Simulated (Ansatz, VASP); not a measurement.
**One calculation of WC, two programs**

```
W C
1.0
     2.90050    0.00000    0.00000
    -1.45025    2.51191    0.00000
     0.00000    0.00000    2.82900
W C
1 1
Direct
  0.17304 0.12668 0.00000
  0.66667 0.33333 0.50000
```

Alike in both runs: task single point; functional PBEsol; k mesh 6 × 6 × 6; occupations gaussian, width 0.15 eV; no spin polarisation.

```csv
,VASP,Ansatz
version,VASP 6.6.1,Ansatz 0.2.0
potentials or method,"VASP PAW PBE potentials, release 64 (W_sv, C), cutoff 520 eV","scalar-relativistic, plane waves, PAW"
valence electrons in the cell,18,18
```

```tsv
	VASP	Ansatz	Ansatz less VASP
gap on the k mesh at the Fermi level (eV)	none	none	-
rms of the force components (eV/Å)	4.237	4.193	-0.0435
```

VASP's potentials were made for PBE, not for PBEsol. Atom by atom the forces differ by 0.044 eV/Å (rms over components). A gap of «none» marks a metal or a gap that the smearing closes.

The k mesh is coarse, so the values compare programs but aren't converged. Neither program's run includes spin-orbit coupling.
